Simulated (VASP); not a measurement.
A run of VASP 6.6.1:

The input INCAR:

```
SYSTEM = Si2W
  ALGO = Normal
  EDIFF = 1E-6
  EDIFFG = -0.002
  ENCUT = 600
  IBRION = 2
  ISIF = 3
  ISMEAR = 0
  LASPH = .True.
  LCHARG = .False.
  LREAL = .False.
  LWAVE = .False.
  NELM = 100
  NSW = 100
  PREC = Accurate
  SIGMA = 0.1
```

File KPOINTS:

```
k-points
0
Gamma
  9 9 6
  0 0 0
```

POSCAR

```
Si2W
1.0
    4.5539675846      0.0000000000      0.0000000000
   -2.2769837923      3.9438516163      0.0000000000
    0.0000000000      0.0000000000      6.5696629783
Si W
6 3
Direct
    0.8360443056      0.6720886113      0.5000000000
    0.1639556944      0.8360443056      0.8333333333
    0.6720886113      0.8360443056      0.1666666667
    0.1639556944      0.3279113887      0.5000000000
    0.8360443056      0.1639556944      0.8333333333
    0.3279113887      0.1639556944      0.1666666667
    0.0000000000      0.5000000000      0.1666666667
    0.5000000000      0.5000000000      0.8333333333
    0.5000000000      0.0000000000      0.5000000000
```

Potentials or basis: VASP PAW LDA potentials, release 64 (Si, W_sv).

Command:

```bash
$ cat potpaw_LDA.64/Si/POTCAR potpaw_LDA.64/W_sv/POTCAR > POTCAR
$ mpirun -np 1 vasp_std > vasp.out
```

Hardware: 1 thread of Intel(R) Xeon(R) Platinum 8259CL CPU @ 2.50GHz (Skylake/Cascade Lake), on a shared host.

Task: How long does it take, and how much memory?

Result: It took 10 min on 1 thread of Intel(R) Xeon(R) Platinum 8259CL CPU @ 2.50GHz (Skylake/Cascade Lake) (shared host), peak memory 0.35 GiB. Counts: scf iterations 34, k points 48, ion steps 6.
